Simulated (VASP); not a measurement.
Here is a VASP 6.6.1 calculation.

Contents of POSCAR:

```
SrSiH6
1.0
    3.3143785050      0.0000000000      0.0000000000
    0.0000000000      3.3143785050      0.0000000000
    0.0000000000      0.0000000000      6.1455961763
Sr Si H
1 1 6
Direct
    0.0000000000      0.0000000000      0.0000000000
    0.0000000000      0.0000000000      0.5000000000
    0.5000000000      0.5000000000      0.0000000000
    0.5000000000      0.5000000000      0.5000000000
    0.5000000000      0.0000000000      0.3418659393
    0.5000000000      0.0000000000      0.6581340607
    0.0000000000      0.5000000000      0.3418659393
    0.0000000000      0.5000000000      0.6581340607
```

File INCAR.step1:

```
SYSTEM = SrSiH6
ALGO = Normal
EDIFF = 1E-4
ENCUT = 520
GGA = PE
ISMEAR = -1
LASPH = .True.
LCHARG = .False.
LREAL = .False.
LWAVE = .True.
NBANDS = 20
NELM = 80
PREC = Accurate
SIGMA = 0.03
```

Contents of INCAR.step2:

```
SYSTEM = SrSiH6
ALGO = Normal
BPARAM = 11.95
CPARAM = 0.0093
EDIFF = 1E-7
ENCUT = 520
ISIF = 2
ISMEAR = -1
ISTART = 1
IVDW_NL = 2
LASPH = .True.
LCHARG = .False.
LMIXTAU = .True.
LREAL = .False.
LUSE_VDW = .True.
LWAVE = .False.
METAGGA = R2SCAN
NBANDS = 20
NELM = 80
PREC = Accurate
SIGMA = 0.03
```

The input KPOINTS:

```
k-points
0
Gamma
  8 8 4
  0 0 0
```

Potentials or basis: VASP PAW PBE potentials, release 64 (Sr_sv, Si, H).

Run with:

```sh
$ cat potpaw_PBE.64/Sr_sv/POTCAR potpaw_PBE.64/Si/POTCAR potpaw_PBE.64/H/POTCAR > POTCAR
$ cp INCAR.step1 INCAR
$ mpirun -np 1 vasp_std > vasp.out
$ cp INCAR.step2 INCAR
$ mpirun -np 1 vasp_std > vasp.out
```

Task: Predict the pressure.

Result: 0.1 GPa.

Task: What does it give for the band gap on the k mesh?

Result: Zero (bands 10 and 11 overlap by 4.23 eV).

Stress tensor (GPa, compression positive):
```
0.15 0.00 0.00
0.00 0.15 0.00
0.00 0.00 0.04
```

Caveat: the PAW data sets were made with another functional, which shifts forces and pressure a little.
